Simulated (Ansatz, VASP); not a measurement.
Two plane-wave programs on PbF2

The input INCAR:

```
SYSTEM = PbF2
  PREC = Accurate
  ENCUT = 520
  EDIFF = 1E-6
  ISMEAR = 0
  SIGMA = 0.01
  LREAL = .False.
  LASPH = .True.
  NELM = 80
  ALGO = Normal
  ISIF = 2
  LWAVE = .False.
  LCHARG = .True.
  GGA = PE
  LELF = .True.
  LVHAR = .True.
  NBANDS = 37
```

Contents of KPOINTS:

```
regular mesh
0
Gamma
  6 6 6
  0 0 0
```

The input POSCAR:

```
PbF2
1.0
   -2.3851549297      2.3851549297      6.5867665168
    2.3851549297     -2.3851549297      6.5867665168
    2.3851549297      2.3851549297     -6.5867665168
Pb F
2 4
Direct
    0.7500000000      0.2500000000      0.5000000000
    0.0000000000      0.0000000000      0.0000000000
    0.5548279960      0.0548279960      0.5000000000
    0.8048279960      0.8048279960      0.0000000000
    0.1951720040      0.1951720040      0.0000000000
    0.9451720040      0.4451720040      0.5000000000
```

Input for Ansatz:

```yaml
crystal:
  lattice:
    - [-2.3851549297, 2.3851549297, 6.5867665168]
    - [2.3851549297, -2.3851549297, 6.5867665168]
    - [2.3851549297, 2.3851549297, -6.5867665168]
  atoms:
    - { symbol: Pb, position: [0.75, 0.25, 0.5] }
    - { symbol: Pb, position: [0.0, 0.0, 0.0] }
    - { symbol: F, position: [0.554827996, 0.054827996, 0.5] }
    - { symbol: F, position: [0.804827996, 0.804827996, 0.0] }
    - { symbol: F, position: [0.195172004, 0.195172004, 0.0] }
    - { symbol: F, position: [0.945172004, 0.445172004, 0.5] }
kpoints:
  mp_grid: { grid: [6, 6, 6] }
hamiltonian:
  xc: pbe
scf:
  occupations: { method: fixed }
  n_extra_bands: 5
output:
  forces: true
  stress: true
  eigenvalues: true
```

Alike in both runs: task single point; functional PBE; k mesh 6 × 6 × 6; no spin polarisation.

```csv
,VASP,Ansatz
version,VASP 6.6.1,Ansatz 0.2.0
potentials or method,"VASP PAW PBE potentials, release 64 (Pb_d, F)","plane waves, PAW"
plane-wave cutoff (eV),520,420
occupations,"gaussian, width 0.01 eV",fixed
valence electrons in the cell,56,56
```

|  | VASP | Ansatz | Ansatz less VASP |
| --- | --- | --- | --- |
| gap on the k mesh at the Fermi level (eV) | 4.16 | 4.16 | 0.000 |
| pressure (GPa) | -1.5 | -1.3 | +0.16 |
| traceless stress, the component that is largest in VASP (GPa) | -0.09 | -0.10 | -0.010 |
| rms of the force components (eV/Å) | 0.014 | 0.015 | +0.0008 |

Atom by atom the forces differ by 0.001 eV/Å (rms over components).

Spin-orbit coupling is off throughout.
